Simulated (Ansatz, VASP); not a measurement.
Two plane-wave programs on Li2O

```
Li O
1.0
     0.00000    2.24143    2.24143
     2.24143    0.00000    2.24143
     2.24143    2.24143    0.00000
Li O
2 1
Direct
  0.75000 0.75000 0.75000
  0.25000 0.25000 0.25000
  0.00000 0.00000 0.00000
```

Alike in both runs: task single point; functional PBE; k mesh 8 × 8 × 8; occupations gaussian, width 0.02 eV; no spin polarisation.

|  | VASP | Ansatz |
| --- | --- | --- |
| version | VASP 6.6.1 | Ansatz 0.2.0 |
| potentials or method | VASP PAW PBE potentials, release 64 (Li_sv, O), cutoff 750 eV | scalar-relativistic, plane waves, PAW |
| valence electrons in the cell | 12 | 12 |

```csv
,VASP,Ansatz,Ansatz less VASP
gap on the k mesh at the Fermi level (eV),5.15,5.17,+0.016
least direct gap on the mesh (eV),5.96,5.96,-0.001
pressure (GPa),8.8,9.0,+0.16
```

The functional is the same, so the differences come from potentials, cutoffs and numerics.
